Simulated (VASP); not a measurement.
Wanted: the native input for a VASP 6.6.1 run.

```
Task                   : single point
Functional             : PBEsol
Potentials or basis    : VASP PAW PBE potentials, release 64 (Ti_sv)
Cutoff                 : 520 eV
k mesh                 : 24 × 24 × 14
Occupations            : gaussian, width 0.15 eV
Spin                   : no spin polarisation
Dipole correction      : no
Further INCAR settings : ALGO = Fast; EDIFF = 1e-06; NBANDS = 19
```

The structure of Ti lies in POSCAR:

```
Ti
1.0
    3.0164526083      0.0000000000      0.0000000000
   -1.5082263041      2.6123245881      0.0000000000
    0.0000000000      0.0000000000      4.9582696825
Ti
2
Direct
    0.3333333333      0.6666666667      0.2500000000
    0.6666666667      0.3333333333      0.7500000000
```

This cell differs from its parent crystal: strain +0.040 along x and y, +0.080 along z.

The input as run:

INCAR

```
SYSTEM = Ti
PREC = Accurate ; ENCUT = 520
EDIFF = 1E-6 ; ISMEAR = 0
SIGMA = 0.15 ; LREAL = .FALSE.
LASPH = .TRUE. ; NELM = 60
ALGO = Fast ; ISIF = 2
LWAVE = .FALSE. ; LCHARG = .FALSE.
GGA = PS ; NBANDS = 19
```

KPOINTS

```
regular mesh
0
G
  24 24 14
  0 0 0
```

Potentials or basis: VASP PAW PBE potentials, release 64 (Ti_sv).

Launch:

```bash
$ cat potpaw_PBE.64/Ti_sv/POTCAR > POTCAR
$ mpirun -np 1 vasp_std > vasp.out
```

Results of the run:

```
Pressure               : -14.1 GPa
Band gap on the k mesh : zero (bands 12 and 13 overlap by 0.91 eV)
```

Caveat: the cell differs from its parent crystal (strain +0.040 along x and y, +0.080 along z); the cell stands under tension; the PAW data sets were made with another functional, which shifts forces and pressure a little.

It took 7.3 min on 1 thread of Intel(R) Xeon(R) 6975P-C (Granite Rapids) (shared host), peak memory 0.4 GiB.
